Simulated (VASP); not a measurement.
Write the native input for VASP 6.6.1 that does the following.

| Property | Result |
| --- | --- |
| Task | single point |
| Functional | PBE |
| Potentials or basis | VASP PAW PBE potentials, release 64 (Ir) |
| Cutoff | 520 eV |
| k mesh | 17 × 17 × 17 |
| Occupations | fermi-dirac, width 0.0612256 eV |
| Spin | no spin polarisation |
| Dipole correction | no |
| Further INCAR settings | ALGO = Normal; EDIFF = 1e-06; NBANDS = 16 |

The structure of Ir lies in POSCAR:

```
Ir
1.0
    0.0000000000      2.7478622637      2.7478622637
    2.7478622637      0.0000000000      2.7478622637
    2.7478622637      2.7478622637      0.0000000000
Ir
2
Direct
    0.0000000000      0.0000000000      0.0000000000
    0.2500000000      0.2500000000      0.2500000000
```

This isn't the form of Ir at room conditions, which is fcc.

One way to write it, as run:

INCAR

```
ALGO = Normal ; EDIFF = 1E-6
ENCUT = 520 ; GGA = PE
ISIF = 2 ; ISMEAR = -1
LASPH = True ; LCHARG = True
LELF = True ; LREAL = False
LVHAR = True ; LWAVE = False
NBANDS = 16 ; NELM = 100
PREC = Accurate ; SIGMA = 0.06122561905347299
```

KPOINTS

```
k-points
0
Gamma
  17 17 17
```

Potentials or basis: VASP PAW PBE potentials, release 64 (Ir).

Launch:

```sh
$ cat potpaw_PBE.64/Ir/POTCAR > POTCAR
$ mpirun -np 1 vasp_std > vasp.out
```

Results of the run:

```yaml
Pressure: 7.4 GPa
Band_gap_on_the_k_mesh: zero (bands 9 and 10 overlap by 1.70 eV)
```

Caveat: the cell stands under pressure; spin-orbit coupling is left out, which moves the levels of the heavy elements.

It took 3 min on 1 thread of Intel Xeon 8259CL, with other jobs on the host, peak memory 0.24 GiB.
